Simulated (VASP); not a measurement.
Te2Mo: single point with BLYP

The system is Te2Mo.

```
CELL_PARAMETERS angstrom
6.33000 0.00000 0.00000
0.00000 3.46900 0.00000
-0.94679 0.00000 13.82762
ATOMIC_POSITIONS crystal
Te 0.94370 0.75000 0.60450
Te 0.05630 0.25000 0.39550
Te 0.90300 0.25000 0.85140
Te 0.09700 0.75000 0.14860
Te 0.41120 0.75000 0.89550
Te 0.58880 0.25000 0.10450
Te 0.44320 0.25000 0.64840
Te 0.55680 0.75000 0.35160
Mo 0.81670 0.75000 0.99260
Mo 0.18330 0.25000 0.00740
Mo 0.68190 0.25000 0.49340
Mo 0.31810 0.75000 0.50660
```

```yaml
Program: VASP 6.6.1
Task: single point
Functional: BLYP
Potentials_or_basis: VASP PAW PBE potentials, release 64 (Te, Mo_sv)
Cutoff: 520 eV
k_mesh: 4 × 8 × 2
Occupations: fermi-dirac, width 0.05 eV
Spin: no spin polarisation
```

| Item | Value |
| --- | --- |
| Pressure | 8.9 GPa |
| Largest force | 0.567 eV/Å |
| Band gap on the k mesh | zero (band 52 reaches 8.81 eV, above the bottom of band 53 at 8.64 eV) |

Forces on the atoms (eV/Å):
```
Te   0.057  0.000  0.451
Te  -0.057  0.000 -0.451
Te  -0.028  0.000 -0.566
Te   0.028  0.000  0.566
Te   0.032  0.000 -0.407
Te  -0.032  0.000  0.407
Te  -0.053  0.000  0.525
Te   0.053  0.000 -0.525
Mo   0.000  0.000  0.014
Mo   0.000  0.000 -0.014
Mo  -0.101  0.000  0.025
Mo   0.101  0.000 -0.025
```

Stress tensor (GPa, compression positive):
```
9.16 0.00 0.09
0.00 9.38 0.00
0.09 0.00 8.21
```

Levels at points of the mesh, in eV from the Fermi level:
```
           k point  band 50  band 51  band 52  band 53  band 54  band 55
(0.00, 0.00, 0.00)    -0.12     0.08     0.11     0.44     0.68     0.85
(0.50, 0.00, 0.00)    -0.83    -0.64    -0.56    -0.06     0.01     0.86
(0.00, 0.50, 0.00)    -1.51    -1.44    -1.44     1.03     1.03     1.14
(0.50, 0.50, 0.00)    -1.02    -0.94    -0.94     0.99     0.99     1.05
(0.00, 0.00, 0.50)    -0.04    -0.02    -0.02     0.46     0.57     0.87
(0.50, 0.00, 0.50)    -0.83    -0.65    -0.42    -0.01     0.04     0.82
(0.00, 0.50, 0.50)    -1.55    -1.47    -1.47     1.02     1.02     1.13
(0.50, 0.50, 0.50)    -1.02    -0.93    -0.93     1.00     1.00     1.02
```

Wall time 10 min on 1 thread of AMD EPYC 9R45 96-Core Processor (Zen 5) (shared host), peak memory 0.61 GiB.

Caveat: the PAW data sets were made with another functional, which shifts forces and pressure a little; spin-orbit coupling is left out, which moves the levels of the heavy elements.
